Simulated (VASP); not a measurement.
# PC15 (a cell with a defect) in VASP: further runs

PC15 (a cell with a defect) is run at these levels: PBE; tasks: single point, relaxation of the atoms.

Program: VASP 6.6.1. These are calculated values, not measurements. Logs are shortened: lines on timing, memory, paths and dates and some standing lists are left out, and cuts for length are marked.

## 1. The cell of the first run

The cell holds a defect, 16 atoms: a = 5.051 Å, b = 5.051 Å, c = 5.051 Å, α = 60.00°, β = 60.00°, γ = 60.00°.

## 2. Single point, PBE

Input file INCAR:

```
SYSTEM = PC15
ALGO = Normal ; EDIFF = 1E-6
ENCUT = 520 ; GGA = PE
GGA_COMPAT = .FALSE. ; ISIF = 2
ISMEAR = 0 ; LASPH = .TRUE.
LCHARG = .FALSE. ; LREAL = .FALSE.
LWAVE = .FALSE. ; NBANDS = 46
NELECT = 64.0 ; NELM = 120
PREC = Accurate ; SIGMA = 0.01
```

Input file KPOINTS:

```
k-points
0
G
  3 3 3
  0 0 0
```

Input file POSCAR:

```
PC15
1.0
    0.0000000000      3.5714737334     -3.5714737334
    3.5714737334      3.5714737334      0.0000000000
    3.5714737334      0.0000000000     -3.5714737334
P C
1 15
Direct
    0.4980538512      0.4997043373      0.5023612645
    0.4980440021     -0.0002615805      0.5022680827
    0.9981198875      0.4996573114      0.5022984894
    0.9981041840     -0.0002441916      0.5022775304
    0.4980242973      0.4996783764      1.0023618451
    0.4980407457     -0.0002615608      1.0023760743
    0.9980992367      0.4996787089      1.0023729049
    0.9980798854     -0.0003063191      1.0023150716
    0.3640031686      0.3656320533      0.3682545646
    0.3639807010      0.9019533632      0.3682424820
    0.9002785670      0.3656581510      0.3682602378
    0.8737519739      0.8753584117      0.3753262254
    0.3639849694      0.3656150422      0.9045764662
    0.3710809768      0.8753748442      0.8779811384
    0.8737330801      0.3726936959      0.8780163896
    0.8737428763      0.8753694707      0.8779755530
```

Potentials or basis: VASP PAW PBE potentials, release 64 (P, C).

Launch:

```sh
cat potpaw_PBE.64/P/POTCAR potpaw_PBE.64/C/POTCAR > POTCAR
mpirun -np 1 vasp_std > vasp.out
```

OUTCAR:

```text
SYSTEM = PC15
   EDIFF = 1E-6
   ENCUT = 520
   GGA = PE
   ISIF = 2
   ISMEAR = 0
   LASPH = .TRUE.
   LREAL = .FALSE.
   NELECT = 64.0
   NELM = 120
   PREC = Accurate

 ion  position               nearest neighbor table
   1  0.498  0.500  0.502-  13 1.66  11 1.66   9 1.66  10 1.66
   2  0.498  1.000  0.502-  10 1.51   9 1.51  12 1.55  14 1.55
   3  0.998  0.500  0.502-  11 1.51   9 1.51  12 1.55  15 1.55
   4  0.998  1.000  0.502-  10 1.51  11 1.51  16 1.55  12 1.55
   5  0.498  0.500  0.002-  13 1.51   9 1.51  14 1.55  15 1.55
   6  0.498  1.000  0.002-  10 1.51  13 1.51  16 1.55  14 1.55
[... 8 lines left out ...]
  15  0.874  0.373  0.878-   8 1.54   7 1.55   5 1.55   3 1.55
  16  0.874  0.875  0.878-   8 1.54   7 1.55   4 1.55   6 1.55

  LATTYP: Found a face centered cubic cell.
 ALAT       =     7.1429474668

  Lattice vectors:

 A1 = (   0.0000000000,   3.5714737334,  -3.5714737334)
 A2 = (   3.5714737334,   3.5714737334,   0.0000000000)
 A3 = (   3.5714737334,   0.0000000000,  -3.5714737334)

Analysis of symmetry for initial positions (statically):
=====================================================================
 Subroutine PRICEL returns:
 Original cell was already a primitive cell.

 Routine SETGRP: Setting up the symmetry group for a
 face centered cubic supercell.

 Subroutine GETGRP returns: Found  1 space group operations
 (whereof  1 operations were pure point group operations)
 out of a pool of 48 trial point group operations.

The static configuration has the point symmetry C_1 .

Analysis of symmetry for dynamics (positions and initial velocities):
=====================================================================
 Subroutine PRICEL returns:
 Original cell was already a primitive cell.

 Routine SETGRP: Setting up the symmetry group for a
 face centered cubic supercell.

 Subroutine GETGRP returns: Found  1 space group operations
 (whereof  1 operations were pure point group operations)
 out of a pool of 48 trial point group operations.

The dynamic configuration has the point symmetry C_1 .

 Subroutine INISYM returns: Found  1 space group operations
 (whereof  1 operations are pure point group operations),
 and found     1 'primitive' translations

----------------------------------------------------------------------------------------

                                     Primitive cell

  volume of cell :      91.1113

  direct lattice vectors                    reciprocal lattice vectors
     0.000000000  3.571473733 -3.571473733    -0.139998230  0.139998230 -0.139998230
     3.571473733  3.571473733  0.000000000     0.139998230  0.139998230  0.139998230
     3.571473733  0.000000000 -3.571473733     0.139998230 -0.139998230 -0.139998230

  length of vectors
     5.050826591  5.050826591  5.050826591     0.242484047  0.242484047  0.242484047

  position of ions in fractional coordinates (direct lattice)
     0.498053851  0.499704337  0.502361265
     0.498044002  0.999738419  0.502268083
     0.998119888  0.499657311  0.502298489
     0.998104184  0.999755808  0.502277530
     0.498024297  0.499678376  0.002361845
     0.498040746  0.999738439  0.002376074
[... 8 lines left out ...]
     0.873733080  0.372693696  0.878016390
     0.873742876  0.875369471  0.877975553

  ion indices of the primitive-cell ions
   primitive index   ion index
                 1           1
                 2           2
                 3           3
                 4           4
                 5           5
                 6           6
[... 8 lines left out ...]
                15          15
                16          16

----------------------------------------------------------------------------------------

 KPOINTS: k-points

Automatic generation of k-mesh.
 Grid dimensions read from file:
 generate k-points for:    3    3    3

 Generating k-lattice:

  Cartesian coordinates                     Fractional coordinates (reciprocal lattice)
    -0.046666077  0.046666077 -0.046666077     0.333333333  0.000000000  0.000000000
     0.046666077  0.046666077  0.046666077     0.000000000  0.333333333  0.000000000
     0.046666077 -0.046666077 -0.046666077     0.000000000  0.000000000  0.333333333

  Length of vectors
     0.080828016  0.080828016  0.080828016

  Shift w.r.t. Gamma in fractional coordinates (k-lattice)
     0.000000000  0.000000000  0.000000000

 Subroutine IBZKPT returns following result:
 ===========================================

 Found     14 irreducible k-points:

 Following reciprocal coordinates:
            Coordinates               Weight
  0.000000  0.000000  0.000000      1.000000
  0.333333  0.000000  0.000000      2.000000
  0.000000  0.333333  0.000000      2.000000
  0.000000  0.000000  0.333333      2.000000
  0.333333  0.333333  0.333333      2.000000
  0.333333  0.333333  0.000000      2.000000
  0.000000  0.333333  0.333333      2.000000
  0.333333  0.000000  0.333333      2.000000
 -0.333333  0.333333  0.000000      2.000000
  0.000000 -0.333333  0.333333      2.000000
  0.333333  0.000000 -0.333333      2.000000
  0.333333  0.333333 -0.333333      2.000000
 -0.333333  0.333333 -0.333333      2.000000
  0.333333 -0.333333 -0.333333      2.000000
   k-points           NKPTS =     14   k-points in BZ     NKDIM =     14   number of bands    NBANDS=     46
   number of dos      NEDOS =    301   number of ions     NIONS =     16
   total plane-waves  NPLWV =  64000
   dimension x,y,z NGX =    40 NGY =   40 NGZ =   40
   dimension x,y,z NGXF=    80 NGYF=   80 NGZF=   80
   ions per type =               1  15
   NGX,Y,Z   is equivalent  to a cutoff of  13.17, 13.17, 13.17 a.u.
   NGXF,Y,Z  is equivalent  to a cutoff of  26.33, 26.33, 26.33 a.u.
 SYSTEM =  PC15
   PREC   = accura    normal or accurate (medium, high low for compatibility)
   ISTART =      0    job   : 0-new  1-cont  2-samecut
   ICHARG =      2    charge: 1-file 2-atom 10-const
   ISPIN  =      1    spin polarized calculation?
   LNONCOLLINEAR =      F non collinear calculations
   LSORBIT =      F    spin-orbit coupling
   LASPH  =      T    aspherical Exc in radial PAW
   ENCUT  =  520.0 eV  38.22 Ry    6.18 a.u.   9.39  9.39  9.39*2*pi/ulx,y,z
   NELM   =    120;   NELMIN=  2; NELMDL= -5     # of ELM steps
   EDIFF  = 0.1E-05   stopping-criterion for ELM
   LREAL  =      F    real-space projection
   EDIFFG = 0.1E-04   stopping-criterion for IOM
   NSW    =      0    number of steps for IOM
   IBRION =     -1    ionic relax: 0-MD 1-quasi-New 2-CG
   NFREE  =      0    steps in history (QN), initial steepest desc. (CG)
   ISIF   =      2    stress and relaxation
   ISYM   =      2    0-nonsym 1-usesym 2-fastsym
   POTIM  = 0.5000    time-step for ionic-motion
   TEBEG  =    0.0;   TEEND  =   0.0 temperature during run
   PSTRESS=    0.0 pullay stress
   NELECT =      64.0000    total number of electrons
   NUPDOWN=      -1.0000    fix difference up-down
   EMIN   =  10.00;   EMAX   =-10.00  energy-range for DOS
   EFERMI =   0.00;   METHOD = LEGACY
   ISMEAR =     0;   SIGMA  =   0.01  broadening in eV -4-tet -1-fermi 0-gaus
   EFERMI_NEDOS =   21; number of points for ismear=-14 and -15
   IALGO  =     38    algorithm
   IMIX   =      4    mixing-type and parameters
     AMIX     =   0.40;   BMIX     =  1.00
     AMIX_MAG =   1.60;   BMIX_MAG =  1.00
  volume/ion in A,a.u.               =       5.69        38.43
  Fermi-wavevector in a.u.,A,eV,Ry     =   1.455272  2.750064 28.814625  2.117815
  Thomas-Fermi vector in A             =   2.572325
   LORBIT       =      0    0 simple, 1 ext, 2 COOP (PROOUT), +10 PAW based schemes
   GGA     = PE    functional components
   LHFCALC =     F    Hartree Fock is set to
   AEXX    =    0.0000 exact exchange contribution
   IVDW    =     0    specifies the selected vdW correction
   LEPSILON=     F    determine dielectric tensor
   LRPA    =     F    only Hartree local field effects (RPA)
 non-spin polarized calculation
 Gauss-broadening in eV      SIGMA  =   0.01
  energy-cutoff  :      520.00
  volume of cell :       91.11
 maximum number of plane-waves:      2473
 NGX is ok and might be reduce to    40
   NGX = 19   NGY = 19   NGZ = 19

 number of electron      63.9999998 magnetization

 Free energy of the ion-electron system (eV)
  ---------------------------------------------------
  ext. energy  EPLUGINS =         0.00000000
  ---------------------------------------------------
  free energy    TOTEN  =      -149.29859726 eV

  energy without entropy =     -149.29859726  energy(sigma->0) =     -149.29859726

 E-fermi :  10.7924     XC(G=0): -13.3254

 val. band max:       10.7461717696   @ k =   0.0000   0.0000   0.0000
 cond. band min:      14.2203232954   @ k =   0.0000   0.3333   0.3333
 fundamental gap:      3.4741515258
 Fermi energy:        10.7924408874

 k-point     1 :       0.0000    0.0000    0.0000
  band No.  band energies     occupation
      1     -11.0296      2.00000
      2      -5.2767      2.00000
      3      -5.2766      2.00000
      4      -5.2764      2.00000
      5      -4.9273      2.00000
      6      -2.9754      2.00000
[... 36 lines left out ...]
     43      18.8280      0.00000
     44      18.8376      0.00000

 k-point     2 :       0.3333    0.0000    0.0000
  band No.  band energies     occupation
      1     -10.2645      2.00000
      2      -7.9684      2.00000
      3      -5.3207      2.00000
      4      -5.3205      2.00000
      5      -5.1112      2.00000
      6      -4.3218      2.00000
[... 36 lines left out ...]
     43      18.3342      0.00000
     44      18.3895      0.00000

 k-point     3 :       0.0000    0.3333    0.0000
  band No.  band energies     occupation
      1     -10.2645      2.00000
      2      -7.9684      2.00000
      3      -5.3207      2.00000
      4      -5.3204      2.00000
      5      -5.1113      2.00000
      6      -4.3218      2.00000
[... 36 lines left out ...]
     43      18.3340      0.00000
     44      18.3898      0.00000

 k-point     4 :       0.0000    0.0000    0.3333
  band No.  band energies     occupation
      1     -10.2645      2.00000
      2      -7.9684      2.00000
      3      -5.3207      2.00000
      4      -5.3204      2.00000
      5      -5.1114      2.00000
      6      -4.3218      2.00000
[... 412 lines left out ...]
     43      19.7640      0.00000
     44      20.0589      0.00000

 k-point    13 :      -0.3333    0.3333   -0.3333
  band No.  band energies     occupation
      1      -9.0478      2.00000
      2      -8.2590      2.00000
      3      -8.1153      2.00000
      4      -6.0590      2.00000
      5      -5.9164      2.00000
      6      -3.6142      2.00000
[... 36 lines left out ...]
     43      19.7642      0.00000
     44      20.0591      0.00000

 k-point    14 :       0.3333   -0.3333   -0.3333
  band No.  band energies     occupation
      1      -9.0479      2.00000
      2      -8.2588      2.00000
      3      -8.1154      2.00000
      4      -6.0590      2.00000
      5      -5.9164      2.00000
      6      -3.6142      2.00000
[... 36 lines left out ...]
     43      19.7644      0.00000
     44      20.0591      0.00000
 [bands above 44 left out]

------------------------ aborting loop because EDIFF is reached ----------------------------------------

  FORCE on cell =-STRESS in cart. coord.  units (eV):
  Direction    XX          YY          ZZ          XY          YZ          ZX
  --------------------------------------------------------------------------------------
  -------------------------------------------------------------------------------------
  Total        7.9527920      7.9537342      7.9534259     -0.0019265     -0.0006565     -0.0013722
  in kB      139.8485060    139.8650746    139.8596529     -0.0338771     -0.0115439     -0.0241308
  external PRESSURE =     139.8577445 kB  Pullay stress =       0.0000000 kB

 VOLUME and BASIS-vectors are now :
 -----------------------------------------------------------------------------
  energy-cutoff  :      520.00
  volume of cell :       91.11
      direct lattice vectors                 reciprocal lattice vectors
     0.000000000  3.571473733 -3.571473733    -0.139998230  0.139998230 -0.139998230
     3.571473733  3.571473733  0.000000000     0.139998230  0.139998230  0.139998230
     3.571473733  0.000000000 -3.571473733     0.139998230 -0.139998230 -0.139998230

 POSITION                                       TOTAL-FORCE (eV/Angst)
 -----------------------------------------------------------------------------------
      3.57885      3.56347     -3.57296        -0.001159      0.002859      0.003874
      5.36438      5.34929     -3.57259         0.003311      0.000904     -0.018110
      3.57846      5.34927     -5.35870         0.018000     -0.000129      0.000263
      5.36447      7.13530     -5.35857         0.000892     -0.016354      0.000865
      1.79302      3.56327     -1.78712        -0.000127      0.016071     -0.002981
      3.57903      5.34928     -1.78723        -0.018894     -0.000974      0.003275
[... 8 lines left out ...]
      4.46688      4.45158     -6.25633         0.000713      0.003468      0.003997
      6.26203      6.24691     -6.25622         0.000627     -0.001449      0.000558
 -----------------------------------------------------------------------------------
    total drift:                               -0.000016      0.000019     -0.000001

  FREE ENERGIE OF THE ION-ELECTRON SYSTEM (eV)
  ---------------------------------------------------
  free  energy   TOTEN  =      -149.2985972630 eV

  energy  without entropy=     -149.2985972630  energy(sigma->0) =     -149.29859726
```

Run time: 94 s. Hardware: 1 thread of Intel Xeon Platinum 8488C (Sapphire Rapids), shared host; peak memory 0.23 GiB.

Results:

```
Free energy   : -149.2986 eV
Largest force : 0.093 eV/Å
```

Forces in eV/Å, atoms in the order of the input:
```
P   -0.001  0.003  0.004
C    0.003  0.001 -0.018
C    0.018  0.000  0.000
C    0.001 -0.016  0.001
C    0.000  0.016 -0.003
C   -0.019 -0.001  0.003
C   -0.001 -0.002  0.016
C    0.002  0.001 -0.001
C    0.050  0.050 -0.050
C   -0.053 -0.054 -0.055
C    0.048 -0.052  0.049
C    0.002 -0.002  0.000
C   -0.049  0.053  0.051
C   -0.002  0.001 -0.002
C    0.001  0.003  0.004
C    0.001 -0.001  0.001
```

Caveat: the k points lie up to 0.51 Å⁻¹ apart; the cell carries a net charge on a neutralising background, which shifts energy and pressure; the cell is charged against a uniform background, so pressure and absolute levels hang on convention.

(Continued in part 2 of 2.)
